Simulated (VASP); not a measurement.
Write the native input for VASP 6.6.1 that does the following.

* Task: single point
* Functional: PBE
* Potentials or basis: VASP PAW PBE potentials, release 64 (Ge_d)
* Cutoff: 520 eV
* k mesh: 4 × 6 × 4
* Occupations: gaussian, width 0.1 eV
* Spin: no spin polarisation
* Dipole correction: no
* Further INCAR settings: ALGO = Normal; EDIFF = 1e-06; NBANDS = 51

The structure of Ge lies in POSCAR:

```
Ge
1.0
    6.0005215884      0.0000000000      0.0000000000
    0.0000000000      4.0423714206      0.0000000000
    0.0000000000      0.0000000000      5.7634856230
Ge
6
Direct
    0.4609757807      0.5000000000      0.2163652408
    0.5390242193      0.5000000000      0.7836347592
    0.9609757807      0.5000000000      0.7836347592
    0.0390242193      0.5000000000      0.2163652408
    0.0000000000      0.0000000000      0.5000000000
    0.5000000000      0.0000000000      0.5000000000
```

The cell was built from a structure type or drawn by symmetry, and may not be a known phase.

One way to write it, as run:

INCAR

```
SYSTEM = Ge
PREC = Accurate ; ENCUT = 520
EDIFF = 1E-6 ; ISMEAR = 0
SIGMA = 0.1 ; LREAL = .False.
LASPH = .True. ; NELM = 60
ALGO = Normal ; ISIF = 2
LWAVE = .False. ; LCHARG = .True.
GGA = PE ; LELF = .True.
LVHAR = .True. ; NBANDS = 51
```

KPOINTS

```
Automatic mesh
0
Gamma
  4 6 4
  0 0 0
```

Potentials or basis: VASP PAW PBE potentials, release 64 (Ge_d).

Launch:

```bash
$ cat potpaw_PBE.64/Ge_d/POTCAR > POTCAR
$ mpirun -np 1 vasp_std > vasp.out
```

It gave:

- Pressure: 0.1 GPa
- Largest force: 0.035 eV/Å
- Band gap on the k mesh: zero (bands 42 and 43 overlap by 1.31 eV)

Wall time 92 s on 1 thread of Intel(R) Xeon(R) 6975P-C (Granite Rapids) (shared host), peak memory 0.34 GiB.
